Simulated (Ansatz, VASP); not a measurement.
**Two plane-wave programs on Ir**

The input INCAR:

```
SYSTEM = Ir
ALGO     = Fast           ! electronic algorithm
EDIFF    = 1E-6           ! SCF threshold, eV
ENCUT    = 520            ! plane-wave cutoff, eV
GGA      = PS             ! functional
ISIF     = 2              ! what is computed and relaxed
ISMEAR   = 0              ! smearing method
LASPH    = .TRUE.         ! aspherical terms in the spheres
LCHARG   = .FALSE.        ! write CHGCAR
LREAL    = .FALSE.        ! projectors in reciprocal space
LWAVE    = .FALSE.        ! write WAVECAR
NBANDS   = 10             ! bands
NELM     = 60             ! most SCF steps
PREC     = Accurate       ! precision mode
SIGMA    = 0.15           ! smearing width, eV
```

The input KPOINTS:

```
k-points
0
G
  26 26 26
  0 0 0
```

File POSCAR:

```
Ir
1.0
    0.0287267281      1.9151152071      1.9151152071
    1.9151152071      0.0287267281      1.9151152071
    1.9438419352      1.9438419352      0.0000000000
Ir
1
Direct
    0.0000000000      0.0000000000      0.0000000000
```

Input for Ansatz:

```yaml
crystal:
  lattice:
    - [0.0287267281, 1.9151152071, 1.9151152071]
    - [1.9151152071, 0.0287267281, 1.9151152071]
    - [1.9438419352, 1.9438419352, 0.0]
  atoms:
    - { symbol: Ir, position: [0.0, 0.0, 0.0] }
basis:
  ecutwfc: 420
kpoints:
  mp_grid: { grid: [26, 26, 26] }
hamiltonian:
  xc: pbesol
scf:
  occupations: { method: gaussian, width: 0.15 }
output:
  forces: true
  stress: true
  eigenvalues: true
  write_density: true
  write_potential: true
  elf: true
  volumetric_format: npy
```

Change from the starting cell: strain +0.0300 x Voigt [0, 0, 0, 0, 0, 1], atoms carried along.

Alike in both runs: task single point; functional PBEsol; k mesh 26 × 26 × 26; occupations gaussian, width 0.15 eV; no spin polarisation.

|  | VASP | Ansatz |
| --- | --- | --- |
| version | VASP 6.6.1 | Ansatz 0.2.0 |
| potentials or method | VASP PAW PBE potentials, release 64 (Ir), cutoff 520 eV | scalar-relativistic, plane waves, PAW |
| valence electrons in the cell | 9 | 17 |

Ansatz gave:

```
gap on the k mesh at the Fermi level (eV)                     : none
pressure (GPa)                                                : 0.5
traceless stress, the component that is largest in VASP (GPa) : -8.63
```

What did VASP give for the same quantities?

gap on the k mesh at the Fermi level (eV): none; pressure (GPa): 1.4; traceless stress, the component that is largest in VASP (GPa): -8.65.

VASP's potentials were made for PBE, not for PBEsol. A gap of «none» marks a metal or a gap that the smearing closes. VASP's potentials hold 9 valence electrons a cell and Ansatz's 17, so a difference there can come from the potentials and not from the codes.

Neither program's run includes spin-orbit coupling.
